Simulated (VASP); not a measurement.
# SiNi2 (P6/mmm) in VASP: notebook

The runs below take SiNi2 through single point, with PBE.

Program: VASP 6.6.1. These are calculated values, not measurements. Logs are shortened: lines on timing, memory, paths and dates and some standing lists are left out, and cuts for length are marked.

**1. The cell of the first run**

Symmetry: P6/mmm, No. 191, hexagonal system. Conventional cell: a = 3.218 Å, b = 3.218 Å, c = 3.475 Å, α = 90.00°, β = 90.00°, γ = 120.00°. Within 3.4 Å of Si (site symmetry 6/mmm) lie 12 Ni at 2.54 Å and 6 Si at 3.22 Å. Ni (site symmetry -6m2) has 3 Ni at 1.86 Å within 2.5 Å.

**2. Single point, PBE, collinear spin, ferromagnetic start**

Contents of INCAR:

```
ALGO = Normal
EDIFF = 1E-6
ENCUT = 520
GGA = PE
ISIF = 2
ISMEAR = 0
ISPIN = 2
LASPH = True
LCHARG = True
LELF = True
LMAXMIX = 4
LORBIT = 11
LREAL = False
LVHAR = True
LWAVE = False
MAGMOM = 0 2 2
NBANDS = 23
NELM = 150
PREC = Accurate
SIGMA = 0.1
```

Contents of KPOINTS:

```
k-points
0
Gamma
  6 6 6
```

Contents of POSCAR:

```
SiNi2
1.0
    3.2179342259      0.0000000000      0.0000000000
   -1.6089671129      2.7868127873      0.0000000000
    0.0000000000      0.0000000000      3.4745136991
Si Ni
1 2
Direct
    0.0000000000      0.0000000000      0.0000000000
    0.3333333333      0.6666666667      0.5000000000
    0.6666666667      0.3333333333      0.5000000000
```

Potentials or basis: VASP PAW PBE potentials, release 64 (Si, Ni).

The run is started by

```console
cat potpaw_PBE.64/Si/POTCAR potpaw_PBE.64/Ni/POTCAR > POTCAR
mpirun -np 1 vasp_std > vasp.out
```

OUTCAR:

```text
EDIFF = 1E-6
   ENCUT = 520
   GGA = PE
   ISIF = 2
   ISMEAR = 0
   ISPIN = 2
   LASPH = True
   LORBIT = 11
   LREAL = False
   NELM = 150
   PREC = Accurate

 ion  position               nearest neighbor table
   1  0.000  0.000  0.000-   2 2.54   3 2.54   2 2.54   3 2.54   2 2.54   2 2.54   3 2.54   3 2.54
                             3 2.54   3 2.54   2 2.54   2 2.54
   2  0.333  0.667  0.500-   3 1.86   3 1.86   3 1.86   1 2.54   1 2.54   1 2.54   1 2.54   1 2.54
                             1 2.54
   3  0.667  0.333  0.500-   2 1.86   2 1.86   2 1.86   1 2.54   1 2.54   1 2.54   1 2.54   1 2.54
                             1 2.54

  LATTYP: Found a hexagonal cell.
 ALAT       =     3.2179342259
 C/A-ratio  =     1.0797342193

  Lattice vectors:

 A1 = (   3.2179342259,   0.0000000000,   0.0000000000)
 A2 = (  -1.6089671129,   2.7868127873,   0.0000000000)
 A3 = (   0.0000000000,   0.0000000000,   3.4745136991)

Analysis of symmetry for initial positions (statically):
=====================================================================
 Subroutine PRICEL returns:
 Original cell was already a primitive cell.

 Routine SETGRP: Setting up the symmetry group for a
 hexagonal supercell.

 Subroutine GETGRP returns: Found 24 space group operations
 (whereof 24 operations were pure point group operations)
 out of a pool of 24 trial point group operations.

The static configuration has the point symmetry D_6h.

Analysis of symmetry for dynamics (positions and initial velocities):
=====================================================================
 Subroutine PRICEL returns:
 Original cell was already a primitive cell.

 Routine SETGRP: Setting up the symmetry group for a
 hexagonal supercell.

 Subroutine GETGRP returns: Found 24 space group operations
 (whereof 24 operations were pure point group operations)
 out of a pool of 24 trial point group operations.

The dynamic configuration has the point symmetry D_6h.

Analysis of structural, dynamic, and magnetic symmetry:
=====================================================================
 Subroutine PRICEL returns:
 Original cell was already a primitive cell.

 Routine SETGRP: Setting up the symmetry group for a
 hexagonal supercell.

 Subroutine GETGRP returns: Found 24 space group operations
 (whereof 24 operations were pure point group operations)
 out of a pool of 24 trial point group operations.

The overall configuration has the point symmetry D_6h.

 Subroutine INISYM returns: Found 24 space group operations
 (whereof 24 operations are pure point group operations),
[... 125 lines left out ...]
   AEXX    =    0.0000 exact exchange contribution
   IVDW    =     0    specifies the selected vdW correction
   LEPSILON=     F    determine dielectric tensor
   LRPA    =     F    only Hartree local field effects (RPA)
 spin polarized calculation
 Gauss-broadening in eV      SIGMA  =   0.10
  energy-cutoff  :      520.00
  volume of cell :       31.16
 maximum number of plane-waves:       858
 NGX is ok and might be reduce to    24
   NGX = 11   NGY = 11   NGZ = 13

 number of electron      23.9999981 magnetization      -0.0024472

 number of electron      23.9999981 magnetization       0.0008326

 Free energy of the ion-electron system (eV)
  ---------------------------------------------------
  ext. energy  EPLUGINS =         0.00000000
  ---------------------------------------------------
  free energy    TOTEN  =       -11.76986995 eV

  energy without entropy =      -11.76362593  energy(sigma->0) =      -11.76674794

 E-fermi :  12.3208     XC(G=0): -13.0956

 val. band max:       12.3113449130   @ k =   0.5000   0.0000   0.3333
 cond. band min:      12.4851391815   @ k =   0.1667   0.0000   0.0000
 fundamental gap:      0.1737942684
 Fermi energy:        12.3208453001

 spin component 1

 k-point     1 :       0.0000    0.0000    0.0000
  band No.  band energies     occupation
      1      -0.7635      1.00000
      2       6.5218      1.00000
      3       7.8974      1.00000
      4       7.8974      1.00000
      5       8.2697      1.00000
      6       8.2697      1.00000
[... 613 lines left out ...]
     22      30.6482      0.00000
     23      32.4662      0.00000

 [... further k-points ...]

 spin component 2

 k-point     1 :       0.0000    0.0000    0.0000
  band No.  band energies     occupation
      1      -0.7635      1.00000
      2       6.5224      1.00000
      3       7.8977      1.00000
      4       7.8977      1.00000
      5       8.2700      1.00000
      6       8.2700      1.00000
[... 613 lines left out ...]
     22      30.6483      0.00000
     23      32.4663      0.00000

 [... further k-points ...]

------------------------ aborting loop because EDIFF is reached ----------------------------------------

  FORCE on cell =-STRESS in cart. coord.  units (eV):
  Direction    XX          YY          ZZ          XY          YZ          ZX
  --------------------------------------------------------------------------------------
  -------------------------------------------------------------------------------------
  Total       24.0547891     24.0547891      0.9700974      0.0000000      0.0000000      0.0000000
  in kB     1236.8959029   1236.8959029     49.8823556      0.0000000      0.0000000      0.0000000
  external PRESSURE =     841.2247205 kB  Pullay stress =       0.0000000 kB

 VOLUME and BASIS-vectors are now :
 -----------------------------------------------------------------------------
  energy-cutoff  :      520.00
  volume of cell :       31.16
      direct lattice vectors                 reciprocal lattice vectors
     3.217934226  0.000000000  0.000000000     0.310758372  0.179416430  0.000000000
    -1.608967113  2.786812787  0.000000000     0.000000000  0.358832859  0.000000000
     0.000000000  0.000000000  3.474513699     0.000000000  0.000000000  0.287810061

 POSITION                                       TOTAL-FORCE (eV/Angst)
 -----------------------------------------------------------------------------------
      0.00000      0.00000      0.00000        -0.000000      0.000000      0.000000
     -0.00000      1.85788      1.73726        -0.000000      0.000000      0.000000
      1.60897      0.92894      1.73726         0.000000      0.000000      0.000000
 -----------------------------------------------------------------------------------
    total drift:                                0.000000     -0.000000     -0.000000

  FREE ENERGIE OF THE ION-ELECTRON SYSTEM (eV)
  ---------------------------------------------------
  free  energy   TOTEN  =       -11.7698699536 eV

  energy  without entropy=      -11.7636259251  energy(sigma->0) =      -11.76674794

 total charge

# of ion       s       p       d       tot
------------------------------------------
    1        0.775   0.770   0.000   1.545
    2        0.703   0.797   8.714  10.213
    3        0.703   0.797   8.714  10.213
--------------------------------------------------
tot          2.180   2.363  17.427  21.971

 magnetization (x)

# of ion       s       p       d       tot
------------------------------------------
    1        0.000  -0.000   0.000  -0.000
    2       -0.000  -0.000   0.000   0.000
    3       -0.000  -0.000   0.000   0.000
--------------------------------------------------
tot         -0.000  -0.000   0.000   0.000
```

Run time: 16 s. Hardware: 1 thread of Intel Xeon 6975P-C (Granite Rapids), shared host; peak memory 0.17 GiB.

Results:

| Item | Value |
| --- | --- |
| Free energy | -11.7699 eV |
| Pressure | 84.1 GPa |
| Band gap on the k mesh | zero (filled and empty bands overlap) |
| Net moment | 0.00 μB per cell |
| Valence electrons inside the program's atomic spheres | Si 1.54; Ni 10.21 |

Levels at points of the mesh, in eV from the Fermi level:
Spin up:
```tsv
k point	band 8	band 9	band 10	band 11	band 12	band 13	band 14	band 15	band 16	band 17
(0.00, 0.00, 0.00)	-3.80	-2.10	-1.43	-1.43	-1.29	4.41	4.84	4.84	6.91	6.91
(0.50, 0.00, 0.00)	-2.72	-2.47	-0.79	-0.68	-0.09	0.31	4.11	5.00	5.61	6.49
(0.00, 0.00, 0.50)	-3.75	-3.70	-1.85	-1.85	-0.85	5.50	5.50	9.41	10.40	10.40
(0.50, 0.00, 0.50)	-2.36	-1.59	-0.97	-0.77	-0.74	-0.62	0.94	4.19	4.36	4.66
```
Spin down:
| k point | band 8 | band 9 | band 10 | band 11 | band 12 | band 13 | band 14 | band 15 | band 16 | band 17 |
| --- | --- | --- | --- | --- | --- | --- | --- | --- | --- | --- |
| (0.00, 0.00, 0.00) | -3.80 | -2.10 | -1.43 | -1.43 | -1.28 | 4.41 | 4.84 | 4.84 | 6.91 | 6.91 |
| (0.50, 0.00, 0.00) | -2.72 | -2.47 | -0.79 | -0.68 | -0.09 | 0.31 | 4.11 | 5.00 | 5.61 | 6.49 |
| (0.00, 0.00, 0.50) | -3.75 | -3.70 | -1.85 | -1.85 | -0.85 | 5.50 | 5.50 | 9.41 | 10.40 | 10.40 |
| (0.50, 0.00, 0.50) | -2.36 | -1.59 | -0.97 | -0.77 | -0.74 | -0.62 | 0.94 | 4.19 | 4.36 | 4.66 |

Caveat: the k points lie up to 0.38 Å⁻¹ apart; the starting moments collapsed, and a magnetic state may lie lower.

**3. Single point, PBE, collinear spin, ferromagnetic start**

Changes to INCAR since step 2:

```diff
@@ -2,4 +2,5 @@
 EDIFF = 1E-6
-ENCUT = 520
+ENCUT = 590
 GGA = PE
+GGA_COMPAT = False
 ISIF = 2
@@ -16,4 +17,4 @@
 MAGMOM = 0 2 2
-NBANDS = 23
-NELM = 150
+NBANDS = 31
+NELM = 200
 PREC = Accurate
```

KPOINTS is that of step 2.

POSCAR is that of step 2.

Potentials or basis: VASP PAW PBE potentials, release 64 (Si, Ni_sv_GW).

The run is started by

```console
cat potpaw_PBE.64/Si/POTCAR potpaw_PBE.64/Ni_sv_GW/POTCAR > POTCAR
mpirun -np 1 vasp_std > vasp.out
```

Run time: 78 s. Hardware: 1 thread of Intel Xeon Platinum 8488C (Sapphire Rapids), shared host; peak memory 0.22 GiB.

Results (log left out):

- Free energy: -13.4568 eV
- Pressure: 86.5 GPa
- Band gap on the k mesh: zero (filled and empty bands overlap)
- Net moment: 0.00 μB per cell
- Valence electrons inside the program's atomic spheres: Si 1.55; Ni 16.93

Stress tensor (GPa, compression positive):
```
128.88   0.00   0.00
  0.00 128.88   0.00
  0.00   0.00   1.62
```

Levels at points of the mesh, in eV from the Fermi level:
Spin up:
| k point | band 17 | band 18 | band 19 | band 20 | band 21 | band 22 | band 23 | band 24 |
| --- | --- | --- | --- | --- | --- | --- | --- | --- |
| (0.00, 0.00, 0.00) | -2.10 | -1.44 | -1.44 | -1.28 | 4.37 | 4.84 | 4.84 | 6.88 |
| (0.50, 0.00, 0.00) | -2.49 | -0.74 | -0.69 | -0.11 | 0.36 | 4.10 | 4.99 | 5.60 |
| (0.00, 0.00, 0.50) | -3.75 | -1.86 | -1.86 | -0.84 | 5.49 | 5.49 | 9.39 | 10.39 |
| (0.50, 0.00, 0.50) | -1.59 | -0.98 | -0.74 | -0.72 | -0.63 | 0.96 | 4.18 | 4.34 |
Spin down:
| k point | band 16 | band 17 | band 18 | band 19 | band 20 | band 21 | band 22 | band 23 | band 24 | band 25 |
| --- | --- | --- | --- | --- | --- | --- | --- | --- | --- | --- |
| (0.00, 0.00, 0.00) | -3.80 | -2.10 | -1.44 | -1.44 | -1.28 | 4.37 | 4.84 | 4.84 | 6.88 | 6.88 |
| (0.50, 0.00, 0.00) | -2.73 | -2.49 | -0.74 | -0.69 | -0.11 | 0.36 | 4.10 | 4.99 | 5.60 | 6.49 |
| (0.00, 0.00, 0.50) | -3.75 | -3.75 | -1.86 | -1.86 | -0.84 | 5.49 | 5.49 | 9.39 | 10.39 | 10.39 |
| (0.50, 0.00, 0.50) | -2.40 | -1.59 | -0.98 | -0.74 | -0.72 | -0.63 | 0.96 | 4.18 | 4.34 | 4.64 |

Caveat: the k points lie up to 0.38 Å⁻¹ apart; the starting moments collapsed, and a magnetic state may lie lower.
